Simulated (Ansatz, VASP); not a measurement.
Ba: VASP beside Ansatz

```
CELL_PARAMETERS angstrom
-2.53679 2.53679 2.53679
2.53679 -2.53679 2.53679
2.53679 2.53679 -2.53679
ATOMIC_POSITIONS crystal
Ba 0.00000 0.00000 0.00000
```

Alike in both runs: task single point; functional r2SCAN; k mesh 9 × 9 × 9; occupations gaussian, width 0.2 eV; no spin polarisation.

|  | VASP | Ansatz |
| --- | --- | --- |
| version | VASP 6.6.1 | Ansatz 0.2.0 |
| potentials or method | VASP PAW PBE potentials, release 64 (Ba_sv), cutoff 520 eV | plane waves (500 eV) with PAW, scalar-relativistic |
| valence electrons in the cell | 10 | 10 |

```tsv
	VASP	Ansatz	Ansatz less VASP
pressure (GPa)	0.0	0.0	-0.05
```

VASP's potentials were made for PBE, not for r2SCAN. With one functional, cell and mesh, what is left measures potentials, basis and numerics.

Neither program's run includes spin-orbit coupling.
